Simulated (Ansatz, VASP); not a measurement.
Ni3Ge: VASP beside Ansatz

```
CELL_PARAMETERS angstrom
3.46711 0.00000 0.00000
0.00000 3.46711 0.00000
0.00000 0.00000 3.46711
ATOMIC_POSITIONS crystal
Ni 0.50000 0.00000 0.50000
Ni 0.00000 0.50000 0.50000
Ni 0.50000 0.50000 0.00000
Ge 0.00000 0.00000 0.00000
```

Alike in both runs: task single point; functional LDA; k mesh 12 × 12 × 12; occupations fermi-dirac, width 0.15 eV; no spin polarisation.

|  | VASP | Ansatz |
| --- | --- | --- |
| version | VASP 6.6.1 | Ansatz 0.2.0 |
| potentials or method | VASP PAW LDA potentials, release 64 (Ni, Ge_d), cutoff 520 eV | scalar-relativistic, plane waves, PAW |
| valence electrons in the cell | 44 | 68 |

|  | VASP | Ansatz | Ansatz less VASP |
| --- | --- | --- | --- |
| gap on the k mesh at the Fermi level (eV) | none | none | - |
| pressure (GPa) | 5.4 | 5.0 | -0.43 |

LDA's correlation is that of Perdew and Zunger in VASP and of Perdew and Wang (1992) in Ansatz. A gap of «none» marks a metal or a gap that the smearing closes. VASP's potentials hold 44 valence electrons a cell and Ansatz's 68, so a difference there can come from the potentials and not from the codes.
